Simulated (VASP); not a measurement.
Set up this calculation in VASP 6.6.1, as the native input.

```
Task                   : single point
Functional             : PBE
Potentials or basis    : VASP PAW PBE potentials, release 64 (Sn_d, O)
Cutoff                 : 600 eV
k mesh                 : 8 × 8 × 8
Occupations            : fermi-dirac, width 0.02 eV
Spin                   : no spin polarisation
Dipole correction      : no
Further INCAR settings : ALGO = Normal; EDIFF = 1e-06; NBANDS = 64
```

The structure of SnO2 lies in POSCAR:

```
SnO2
1.0
   -5.3276731554      5.3276731554      1.5949247723
    5.3276731554     -5.3276731554      1.5949247723
    5.3276731554      5.3276731554     -1.5949247723
Sn O
4 8
Direct
    0.3495363709      0.1660945435      0.5156309144
    0.8339054565      0.3495363709      0.1834418274
    0.1660945435      0.6504636291      0.8165581726
    0.6504636291      0.8339054565      0.4843690856
    0.1598796197      0.4587957379      0.6186753576
    0.5412042621      0.1598796197      0.7010838818
    0.4587957379      0.8401203803      0.2989161182
    0.8401203803      0.5412042621      0.3813246424
    0.8433318186      0.7903756060      0.6337074246
    0.2096243940      0.8433318186      0.0529562125
    0.1566681814      0.2096243940      0.3662925754
    0.7903756060      0.1566681814      0.9470437875
```

One way to write it, as run:

INCAR

```
ALGO = Normal
EDIFF = 1E-6
ENCUT = 600
GGA = PE
GGA_COMPAT = False
ISIF = 2
ISMEAR = -1
KPAR = 4
LASPH = True
LCHARG = False
LREAL = False
LWAVE = False
NBANDS = 64
NELM = 120
PREC = Accurate
SIGMA = 0.02
```

KPOINTS

```
k-points
0
Gamma
  8 8 8
```

Potentials or basis: VASP PAW PBE potentials, release 64 (Sn_d, O).

Launch:

```sh
$ cat potpaw_PBE.64/Sn_d/POTCAR potpaw_PBE.64/O/POTCAR > POTCAR
$ mpirun -np 4 vasp_std > vasp.out
```

Results of the run:

- Pressure: 6.5 GPa
- Largest force: 0.563 eV/Å
- Band gap on the k mesh: 2.02 eV (least direct gap 2.22 eV)

Caveat: the cell stands under pressure; spin-orbit coupling is left out, which moves the levels of the heavy elements.

It took 13 min on 4 MPI ranks on Intel(R) Xeon(R) Platinum 8375C CPU @ 2.90GHz (Ice Lake) (shared host), peak memory 1.1 GiB a rank.
